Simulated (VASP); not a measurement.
Input of a VASP 6.6.1 run:

The input INCAR:

```
PREC = Accurate
ENCUT = 610
EDIFF = 1E-6
ISMEAR = -1
SIGMA = 0.15
LREAL = Auto
LASPH = T
NELM = 120
ALGO = Normal
ISIF = 2
LWAVE = F
LCHARG = F
NBANDS = 104
GGA_COMPAT = F
```

File KPOINTS:

```
regular mesh
0
Gamma
  1 1 1
```

The input POSCAR:

```
Ba16Cu
1.0
   10.0400000000      0.0000000000      0.0000000000
    0.0000000000     10.0400000000      0.0000000000
    0.0000000000      0.0000000000     10.0400000000
Ba Cu
16 1
Direct
    0.0151095618     -0.0305677291      0.0016434263
    0.5081872510     -0.0021513944     -0.0090737052
    0.0446912351      0.4630378486      0.0265537849
    0.0244322709     -0.0203984064      0.5338745020
    0.2358764940      0.2123804781      0.2700697211
    0.5077589641      0.4956274900      0.0375697211
    0.5232470120      0.0021812749      0.5160159363
    0.7451195219      0.2531673307      0.2633665339
    0.0032868526      0.4716733068      0.5211752988
    0.2468725100      0.7670617530      0.2523705179
    0.3249701195      0.2707171315      0.7356175299
    0.5016235060      0.4811454183      0.4776693227
    0.7618625498      0.7445019920      0.2654282869
    0.7613247012      0.2270119522      0.7615836653
    0.2695418327      0.7607868526      0.7743326693
    0.7236952191      0.7588545817      0.7511354582
    0.1993227092      0.1916733068     -0.0561155378
```

Potentials or basis: VASP PAW LDA potentials, release 64 (Ba_sv, Cu_sv_GW).

Command:

```sh
$ cat potpaw_LDA.64/Ba_sv/POTCAR potpaw_LDA.64/Cu_sv_GW/POTCAR > POTCAR
$ mpirun -np 1 vasp_gam > vasp.out
```

Predict the largest force.

1.288 eV/Å.

Estimate the band gap on the k mesh.

zero (an odd number of electrons rules out a gap without spin polarisation).

Stress tensor (GPa, compression positive):
```
-1.97  0.15 -0.37
 0.15 -2.02 -0.34
-0.37 -0.34 -1.42
```

Caveat: the k points lie up to 0.63 Å⁻¹ apart, too coarse for converged energies and pressures of a metal; the atoms stand as in a frame of molecular dynamics; spin-orbit coupling is left out, which moves the levels of the heavy elements.
